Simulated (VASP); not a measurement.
Crystal: SnPbF.

```
Pb F Sn
1.0
     4.04373    0.00000    0.00000
     0.00000    4.04373    0.00000
     0.00000    0.00000    7.12035
Pb F Sn
2 2 2
Cartesian
  0.0000 2.0219 1.4241
  2.0219 0.0000 5.6963
  0.0000 0.0000 0.0000
  2.0219 2.0219 0.0000
  0.0000 2.0219 4.6282
  2.0219 0.0000 2.4921
```

| Property | Result |
| --- | --- |
| Program | VASP 6.6.1 |
| Task | relaxation of cell and atoms |
| Functional | PBE |
| Potentials or basis | VASP PAW PBE potentials, release 64 (Pb_d, F, Sn_d) |
| Cutoff | 600 eV |
| k mesh | 5 × 5 × 3 |
| Occupations | fermi-dirac, width 0.1 eV |
| Spin | no spin polarisation |

At the start: pressure 16.3 GPa; volume 19.40 Å³/atom.

Question: How do energy, volume and symmetry change on relaxing?

Answer: Over 20 steps the energy falls by 428.3 meV/atom and the volume is 23.22 Å³/atom (+19.7 %); space group P4/nmm (No. 129, to 0.1 Å) before and after.

The path:
| step | energy change (eV) | largest force (eV/Å) | pressure (GPa) | volume (Å³) |
| --- | --- | --- | --- | --- |
| 1 | 0.0000 | 1.3291 | 16.32 | 116.43 |
| 2 | -1.1660 | 0.8539 | -2.92 | 153.00 |
| 3 | -1.2392 | 0.8865 | -0.31 | 143.81 |
| 4 | -1.2394 | 0.8802 | -0.51 | 144.40 |
| 5 | -1.3870 | 0.9392 | -0.59 | 144.68 |
| 6 | -1.8565 | 0.9992 | -0.69 | 145.36 |
| 7 | -2.3234 | 1.1843 | 0.31 | 146.01 |
| 8 | -2.3412 | 0.7624 | -0.17 | 145.95 |
| 9 | -2.4947 | 0.5823 | -0.77 | 145.07 |
| 10 | -2.5015 | 0.5288 | -0.87 | 144.82 |
| 11 | -2.5562 | 0.2478 | 0.46 | 139.26 |
| 12 | -2.5569 | 0.2493 | 0.66 | 138.56 |
| 13 | -2.5569 | 0.3224 | -0.85 | 140.55 |
| 14 | -2.5657 | 0.1362 | -0.13 | 139.55 |
| 15 | -2.5694 | 0.0383 | 0.03 | 139.12 |
| 16 | -2.5695 | 0.0207 | 0.07 | 139.01 |
| 17 | -2.5697 | 0.0090 | -0.05 | 139.40 |
| 18 | -2.5697 | 0.0097 | -0.04 | 139.38 |
| 19 | -2.5697 | 0.0143 | 0.05 | 139.24 |
| 20 | -2.5698 | 0.0013 | 0.00 | 139.32 |

Final structure:
```
Pb F Sn
1.0
     3.94106    0.00000    0.00000
     0.00000    3.94106    0.00000
     0.00000    0.00000    8.96970
Pb F Sn
2 2 2
Cartesian
  0.0000 1.9705 1.6103
  1.9705 0.0000 7.3594
  0.0000 0.0000 0.0000
  1.9705 1.9705 0.0000
  0.0000 1.9705 5.2690
  1.9705 0.0000 3.7007
```

Caveat: the volume moved by over 15 % at a fixed basis, so the end points are rough.
